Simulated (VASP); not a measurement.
Input of a VASP 6.6.1 run:

Contents of INCAR:

```
SYSTEM = BAs
PREC = Accurate
ENCUT = 520
EDIFF = 1E-6
ISMEAR = 0
SIGMA = 0.01
LREAL = .False.
LASPH = .True.
NELM = 100
ALGO = Normal
ISIF = 2
LWAVE = .False.
LCHARG = .True.
GGA = PE
LELF = .True.
LVHAR = .True.
NBANDS = 11
```

Contents of KPOINTS:

```
regular mesh
0
Gamma
  8 8 8
  0 0 0
```

Contents of POSCAR:

```
BAs
1.0
    0.0000000000      2.3562190158      2.3562190158
    2.3562190158      0.0000000000      2.3562190158
    2.3562190158      2.3562190158      0.0000000000
B As
1 1
Direct
    0.0000000000      0.0000000000      0.0000000000
    0.2500000000      0.2500000000      0.2500000000
```

Potentials or basis: VASP PAW PBE potentials, release 64 (B, As).

Run with:

```sh
$ cat potpaw_PBE.64/B/POTCAR potpaw_PBE.64/As/POTCAR > POTCAR
$ mpirun -np 1 vasp_std > vasp.out
```

(1) Predict the band gap on the k mesh.

(2) Predict the pressure.

Results:

(1) 1.15 eV, indirect (least direct gap 3.33 eV).

(2) 9.9 GPa.
